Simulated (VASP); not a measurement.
## Mo16S: single point with PBE

Mo16S, a slab with vacuum:

```
Mo S
1.0
     6.32094    0.00000    0.00000
     0.00000    6.32094    0.00000
     0.00000    0.00000   20.08839
Mo S
16 1
Direct
  0.25000 0.25000 0.19912
  0.25000 0.75000 0.19912
  0.75000 0.25000 0.19912
  0.75000 0.75000 0.19912
  0.00000 0.00000 0.27778
  0.00000 0.50000 0.27778
  0.50000 0.00000 0.27778
  0.50000 0.50000 0.27778
  0.25000 0.25000 0.35897
  0.25000 0.75000 0.35897
  0.75000 0.25000 0.35897
  0.75000 0.75000 0.35897
  0.00000 0.00000 0.42753
  0.00000 0.50000 0.42753
  0.50000 0.00000 0.42753
  0.50000 0.50000 0.42753
  0.25000 0.25000 0.48499
```

| Item | Value |
| --- | --- |
| Program | VASP 6.6.1 |
| Task | single point |
| Functional | PBE |
| Potentials or basis | VASP PAW PBE potentials, release 64 (Mo_sv, S) |
| Cutoff | 520 eV |
| k mesh | 4 × 4 × 1 |
| Occupations | gaussian, width 0.1 eV |
| Spin | no spin polarisation |

```
Largest force          : 2.049 eV/Å
Band gap on the k mesh : zero (bands 115 and 116 overlap by 0.48 eV)
```

Forces on the atoms (eV/Å):
```
Mo   0.000  0.000  2.049
Mo   0.000  0.000  1.940
Mo   0.000  0.000  1.940
Mo   0.000  0.000  1.722
Mo  -0.115 -0.115 -1.916
Mo  -0.115  0.115 -1.916
Mo   0.115 -0.115 -1.916
Mo   0.115  0.115 -1.916
Mo   0.000  0.000 -1.029
Mo   0.000  0.000 -0.379
Mo   0.000  0.000 -0.379
Mo   0.000  0.000 -0.918
Mo  -0.041 -0.041  0.675
Mo  -0.041  0.041  0.675
Mo   0.041 -0.041  0.675
Mo   0.041  0.041  0.675
S    0.000  0.000  0.016
```

Levels at points of the mesh, in eV from the Fermi level:
```tsv
k point	band 111	band 112	band 113	band 114	band 115	band 116	band 117	band 118	band 119	band 120
(0.00, 0.00, 0.00)	-0.34	-0.27	-0.27	-0.04	0.34	0.39	0.63	0.63	0.76	0.94
(0.50, 0.00, 0.00)	-0.47	-0.44	-0.28	-0.27	-0.17	-0.13	0.18	0.30	0.63	0.64
(0.50, 0.50, 0.00)	-0.61	-0.61	-0.32	-0.14	-0.14	-0.13	-0.12	0.15	0.15	0.46
```

Run time: 51 min on 1 thread of Intel Xeon 8259CL, with other jobs on the host, peak memory 0.92 GiB.
